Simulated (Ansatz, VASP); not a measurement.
## Hf: VASP beside Ansatz

Contents of INCAR:

```
SYSTEM = Hf
PREC = Accurate ; ENCUT = 520
EDIFF = 1E-6 ; ISMEAR = 0
SIGMA = 0.15 ; LREAL = .FALSE.
LASPH = .TRUE. ; NELM = 100
ALGO = Normal ; ISIF = 2
LWAVE = .FALSE. ; LCHARG = .TRUE.
GGA = PS ; LELF = .TRUE.
LVHAR = .TRUE. ; NBANDS = 11
```

Contents of KPOINTS:

```
regular mesh
0
G
  18 18 18
  0 0 0
```

File POSCAR:

```
Hf
1.0
   -1.8501250000      1.8501250000      1.8501250000
    1.8501250000     -1.8501250000      1.8501250000
    1.8501250000      1.8501250000     -1.8501250000
Hf
1
Direct
    0.0000000000      0.0000000000      0.0000000000
```

Input for Ansatz:

```yaml
crystal:
  lattice:
    - [-1.850125, 1.850125, 1.850125]
    - [1.850125, -1.850125, 1.850125]
    - [1.850125, 1.850125, -1.850125]
  atoms:
    - { symbol: Hf, position: [0.0, 0.0, 0.0] }
basis:
  ecutwfc: 420
kpoints:
  mp_grid: { grid: [18, 18, 18] }
hamiltonian:
  xc: pbesol
scf:
  occupations: { method: gaussian, width: 0.15 }
output:
  forces: true
  stress: true
  eigenvalues: true
  write_density: true
  write_potential: true
  elf: true
  volumetric_format: npy
```

Change from the starting cell: strain +0.025 along x and y, +0.025 along z, atoms carried along.

Alike in both runs: task single point; functional PBEsol; k mesh 18 × 18 × 18; occupations gaussian, width 0.15 eV; no spin polarisation.

|  | VASP | Ansatz |
| --- | --- | --- |
| version | VASP 6.6.1 | Ansatz 0.2.0 |
| potentials or method | VASP PAW PBE potentials, release 64 (Hf_pv), cutoff 520 eV | scalar-relativistic, plane waves, PAW |
| valence electrons in the cell | 10 | 26 |

VASP gave:

| Quantity | Value |
| --- | --- |
| gap on the k mesh at the Fermi level (eV) | none |
| pressure (GPa) | -14.1 |

Question: What did Ansatz give for the same quantities?

Answer: gap on the k mesh at the Fermi level (eV): none; pressure (GPa): -13.8.

VASP's potentials were made for PBE, not for PBEsol. A gap of «none» marks a metal or a gap that the smearing closes. VASP's potentials hold 10 valence electrons a cell and Ansatz's 26, so a difference there can come from the potentials and not from the codes.

Spin-orbit coupling is off throughout.
